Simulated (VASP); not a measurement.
Set up this calculation in VASP 6.6.1, as the native input.

```yaml
Task: density of states
Functional: PBEsol
Potentials_or_basis: VASP PAW PBE potentials, release 64 (Ba_sv, S)
Cutoff: 520 eV
k_mesh: 8 × 8 × 6
Occupations: gaussian, width 0.05 eV
Spin: no spin polarisation
Dipole_correction: no
k_mesh_for_the_DOS: 12 × 12 × 9
Occupations_for_the_DOS: tetrahedron
Further_INCAR_settings: ALGO = Normal; EDIFF = 1e-06; NBANDS = 24
```

The system is BaS.

```
Ba S
1.0
     4.37581    0.00000    0.00000
    -2.18791    3.78957    0.00000
     0.00000    0.00000    7.68364
Ba S
2 2
Direct
  0.00000 0.00000 0.00000
  0.00000 0.00000 0.50000
  0.33333 0.66667 0.25000
  0.66667 0.33333 0.75000
```

These files were run (other wordings do the same):

POSCAR

```
BaS
1.0
    4.3758141704      0.0000000000      0.0000000000
   -2.1879070852      3.7895662338      0.0000000000
    0.0000000000      0.0000000000      7.6836423970
Ba S
2 2
Direct
    0.0000000000      0.0000000000      0.0000000000
    0.0000000000      0.0000000000      0.5000000000
    0.3333333333      0.6666666667      0.2500000000
    0.6666666667      0.3333333333      0.7500000000
```

INCAR.step1

```
PREC = Accurate ; ENCUT = 520
EDIFF = 1E-6 ; ISMEAR = 0
SIGMA = 0.05 ; LREAL = False
LASPH = True ; NELM = 100
ALGO = Normal ; ISIF = 2
LWAVE = False ; LCHARG = True
GGA = PS ; NBANDS = 24
```

KPOINTS.step1

```
regular mesh
0
Gamma
  8 8 6
```

INCAR.step2

```
PREC = Accurate ; ENCUT = 520
EDIFF = 1E-6 ; ISMEAR = -5
SIGMA = 0.05 ; LREAL = False
LASPH = True ; NELM = 100
ALGO = Normal ; ISIF = 2
LWAVE = False ; LCHARG = False
GGA = PS ; LORBIT = 10
NBANDS = 24 ; NEDOS = 2001
ICHARG = 11
```

KPOINTS.step2

```
regular mesh
0
Gamma
  12 12 9
```

Potentials or basis: VASP PAW PBE potentials, release 64 (Ba_sv, S).

Run with:

```console
$ cat potpaw_PBE.64/Ba_sv/POTCAR potpaw_PBE.64/S/POTCAR > POTCAR
$ cp INCAR.step1 INCAR
$ cp KPOINTS.step1 KPOINTS
$ mpirun -np 1 vasp_std > vasp.out
$ cp INCAR.step2 INCAR
$ cp KPOINTS.step2 KPOINTS
$ mpirun -np 1 vasp_std > vasp.out
```

It gave:

| Quantity | Value |
| --- | --- |
| Valence electrons inside the program's atomic spheres | Ba 7.91; S 3.73 |

Caveat: spin-orbit coupling is left out, which moves the levels of the heavy elements.

It took 2.5 min on 1 thread of Intel(R) Xeon(R) Platinum 8488C (Sapphire Rapids), with other jobs on the host, peak memory 0.42 GiB.
